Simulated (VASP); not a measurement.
Wanted: the native input for a VASP 6.6.1 run.

* Task: single point
* Functional: r2SCAN
* Dispersion: D3(BJ)
* Potentials or basis: VASP PAW PBE potentials, release 64 (C)
* Cutoff: 520 eV
* k mesh: 21 × 21 × 6
* Occupations: gaussian, width 0.1 eV
* Spin: no spin polarisation
* Dipole correction: no
* Further INCAR settings: ALGO = Normal; EDIFF = 1e-06; NBANDS = 16

Crystal: C.

```xyz
4
Lattice="2.4587 0.0000 0.0000 -1.2293 2.1293 0.0000 0.0000 0.0000 7.1155" Properties=species:S:1:pos:R:3 pbc="T T T"
C     0.0000    0.0000    1.7789
C     0.0000    0.0000    5.3366
C     0.0000    1.4195    1.7789
C     1.2293    0.7098    5.3366
```

One way to write it, as run:

POSCAR

```
C
1.0
    2.4586903759      0.0000000000      0.0000000000
   -1.2293451880      2.1292883256      0.0000000000
    0.0000000000      0.0000000000      7.1154515419
C
4
Direct
    0.0000000000      0.0000000000      0.2500000000
    0.0000000000      0.0000000000      0.7500000000
    0.3333333333      0.6666666667      0.2500000000
    0.6666666667      0.3333333333      0.7500000000
```

INCAR.step1

```
SYSTEM = C
PREC     = Accurate       ! precision mode
ENCUT    = 520            ! plane-wave cutoff, eV
ISMEAR   = 0              ! smearing method
SIGMA    = 0.1            ! smearing width, eV
LREAL    = .FALSE.        ! projectors in reciprocal space
LASPH    = .TRUE.         ! aspherical terms in the spheres
NELM     = 100            ! most SCF steps
NBANDS   = 16             ! bands
GGA      = PE             ! functional
ALGO     = Normal         ! electronic algorithm
EDIFF    = 1E-4           ! SCF threshold, eV
LWAVE    = .TRUE.         ! write WAVECAR
LCHARG   = .FALSE.        ! write CHGCAR
```

INCAR.step2

```
SYSTEM = C
PREC     = Accurate       ! precision mode
ENCUT    = 520            ! plane-wave cutoff, eV
EDIFF    = 1E-6           ! SCF threshold, eV
ISMEAR   = 0              ! smearing method
SIGMA    = 0.1            ! smearing width, eV
LREAL    = .FALSE.        ! projectors in reciprocal space
LASPH    = .TRUE.         ! aspherical terms in the spheres
NELM     = 100            ! most SCF steps
ALGO     = Normal         ! electronic algorithm
ISIF     = 2              ! what is computed and relaxed
LWAVE    = .FALSE.        ! write WAVECAR
LCHARG   = .FALSE.        ! write CHGCAR
METAGGA  = R2SCAN         ! meta-GGA
LMIXTAU  = .TRUE.       
IVDW     = 12             ! dispersion correction
VDW_S6   = 1.0          
VDW_S8   = 0.78981345   
VDW_A1   = 0.49484001   
VDW_A2   = 5.73083694   
NBANDS   = 16             ! bands
ISTART   = 1
```

KPOINTS

```
regular mesh
0
G
  21 21 6
  0 0 0
```

Potentials or basis: VASP PAW PBE potentials, release 64 (C).

Launch:

```console
$ cat potpaw_PBE.64/C/POTCAR > POTCAR
$ cp INCAR.step1 INCAR
$ mpirun -np 1 vasp_std > vasp.out
$ cp INCAR.step2 INCAR
$ mpirun -np 1 vasp_std > vasp.out
```

Results of the run:

| Quantity | Value |
| --- | --- |
| Pressure | -0.9 GPa |
| Band gap on the k mesh | zero (bands 8 and 9 overlap by 0.01 eV) |
| Dispersion energy per atom | -0.072 eV |

Caveat: the PAW data sets were made with another functional, which shifts forces and pressure a little.

Wall time 3.5 min on 1 thread of Intel(R) Xeon(R) Platinum 8488C (Sapphire Rapids), on a shared host, peak memory 0.22 GiB.
